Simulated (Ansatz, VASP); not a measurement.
NaMg6Co: VASP beside Ansatz

Contents of INCAR:

```
PREC = Accurate
ENCUT = 520
EDIFF = 1E-6
ISMEAR = -1
SIGMA = 0.05
LREAL = False
LASPH = True
NELM = 150
ALGO = Fast
ISIF = 2
LWAVE = False
LCHARG = False
ISPIN = 2
MAGMOM = 2 0 0 0 0 0 0 0
LORBIT = 11
LMAXMIX = 4
GGA = PE
NBANDS = 28
```

File KPOINTS:

```
regular mesh
0
Gamma
  6 5 5
```

File POSCAR:

```
NaMg6Co
1.0
    4.9228900000      0.0000000000      0.0000000000
    0.0000000000      3.2114350000      5.2950695000
    0.0000000000     -3.2114350000      5.2950695000
Co Mg Na
1 6 1
Direct
    0.5000000000      0.8373590000      0.8373590000
    0.0000000000      0.1625890000      0.1625890000
    0.0000000000      0.6727350000      0.6727350000
    0.0000000000      0.6803230000      0.1395310000
    0.0000000000      0.1395310000      0.6803230000
    0.5000000000      0.8351520000      0.3353820000
    0.5000000000      0.3353820000      0.8351520000
    0.5000000000      0.3369320000      0.3369320000
```

Contents of input.yaml:

```yaml
crystal:
  lattice:
    - [4.92289, 0.0, 0.0]
    - [0.0, 3.211435, 5.2950695]
    - [0.0, -3.211435, 5.2950695]
  atoms:
    - { symbol: Co, position: [0.5, 0.837359, 0.837359], spin: 2.0 }
    - { symbol: Mg, position: [0.0, 0.162589, 0.162589] }
    - { symbol: Mg, position: [0.0, 0.672735, 0.672735] }
    - { symbol: Mg, position: [0.0, 0.680323, 0.139531] }
    - { symbol: Mg, position: [0.0, 0.139531, 0.680323] }
    - { symbol: Mg, position: [0.5, 0.835152, 0.335382] }
    - { symbol: Mg, position: [0.5, 0.335382, 0.835152] }
    - { symbol: Na, position: [0.5, 0.336932, 0.336932] }
hamiltonian:
  xc: pbe
  pseudopotentials: { kind: paw }
magnetization:
  spin_polarized: true
kpoints:
  mp_grid: { grid: [6, 5, 5] }
scf:
  occupations: { method: fermi_dirac, width: 0.05 }
output:
  forces: true
  stress: true
  eigenvalues: true
  write_density: true
  write_potential: true
  elf: true
  volumetric_format: npy
```

Alike in both runs: task single point; functional PBE; k mesh 6 × 5 × 5; occupations fermi-dirac, width 0.05 eV; collinear spin.

|  | VASP | Ansatz |
| --- | --- | --- |
| version | VASP 6.6.1 | Ansatz 0.2.0 |
| potentials or method | VASP PAW PBE potentials, release 64 (Co, Mg, Na_pv) | Ansatz PAW |
| plane-wave cutoff (eV) | 520 | 420 |
| valence electrons in the cell | 28 | 86 |

Ansatz gave:

- gap on the k mesh at the Fermi level (eV): none
- pressure (GPa): 0.4
- traceless stress, the component that is largest in VASP (GPa): -0.43
- rms of the force components (eV/Å): 0.030
- net moment per atom (μB): 0.16
- size of the moment on the site where the two differ most (μB): 1.40

Question: Which values does VASP return?

Answer: gap on the k mesh at the Fermi level (eV): none; pressure (GPa): 0.2; traceless stress, the component that is largest in VASP (GPa): -0.42; rms of the force components (eV/Å): 0.030; net moment per atom (μB): 0.16; size of the moment on the site where the two differ most (μB): 1.36.

Site moments also hang on the region over which each program counts them. Atom by atom the forces differ by 0.002 eV/Å (rms over components). A gap of «none» marks a metal or a gap that the smearing closes. The functional is the same, so the differences come from potentials, cutoffs and numerics. VASP's potentials hold 28 valence electrons a cell and Ansatz's 86, so a difference there can come from the potentials and not from the codes.
